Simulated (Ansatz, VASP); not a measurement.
## KTaO3 in VASP and in Ansatz

```
K Ta O
1.0
     4.02438    0.00000    0.00000
     0.00000    4.02438    0.00000
     0.00000    0.00000    4.02438
K Ta O
1 1 3
Direct
  0.50000 0.50000 0.50000
  0.00000 0.00000 0.00000
  0.50000 0.00000 0.00000
  0.00000 0.50000 0.00000
  0.00000 0.00000 0.50000
```

Alike in both runs: functional PBE; k mesh 8 × 8 × 8; occupations fermi-dirac, width 0.01 eV; no spin polarisation.

Ansatz relaxed the structure, and its values are those at the end. VASP's run is a single point on that final structure, the one shown.

|  | VASP | Ansatz |
| --- | --- | --- |
| version | VASP 6.6.1 | Ansatz 0.2.0 |
| potentials or method | VASP PAW PBE potentials, release 64 (K_sv, Ta_pv, O) | plane waves, PAW |
| plane-wave cutoff (eV) | 520 | 420 |
| valence electrons in the cell | 38 | 40 |

VASP gave:

| Item | Value |
| --- | --- |
| pressure (GPa) | 0.6 |

Problem. What did Ansatz give for the same quantities?

Solution. Pressure (GPa): 0.0.

VASP's potentials hold 38 valence electrons a cell and Ansatz's 40, so a difference there can come from the potentials and not from the codes.

Neither program's run includes spin-orbit coupling.
